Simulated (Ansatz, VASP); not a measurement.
## One calculation of SnP4, two programs

```
Sn P
1.0
     4.79945    0.00000    0.00000
     0.00000    4.79945    0.00000
     0.00000    0.00000    4.79945
Sn P
1 4
Direct
  0.50000 0.50000 0.50000
  0.20543 0.20543 0.20543
  0.79457 0.79457 0.20543
  0.79457 0.20543 0.79457
  0.20543 0.79457 0.79457
```

Alike in both runs: task relaxation of cell and atoms; functional PBE; k mesh 4 × 4 × 4; occupations gaussian, width 0.1 eV; no spin polarisation.

|  | VASP | Ansatz |
| --- | --- | --- |
| version | VASP 6.6.1 | Ansatz 0.2.0 |
| potentials or method | VASP PAW PBE potentials, release 64 (Sn_d, P), cutoff 600 eV | scalar-relativistic, plane waves, PAW |
| valence electrons in the cell | 34 | 34 |

Ansatz gave:

```
gap on the k mesh at the Fermi level, each at its own relaxed structure (eV) : none
relaxed volume (Å³/atom)                                                     : 25.73
relaxed length of the cell vector where the two differ most in proportion (Å)              : 5.048
```

Question: What did VASP give for the same quantities?

Answer: gap on the k mesh at the Fermi level, each at its own relaxed structure (eV): none; relaxed volume (Å³/atom): 26.16; relaxed length of the cell vector where the two differ most in proportion (Å): 5.076.

A gap of «none» marks a metal or a gap that the smearing closes.

Noted on VASP's run: the volume moved by over 15 % at a fixed basis, so the end points are rough.
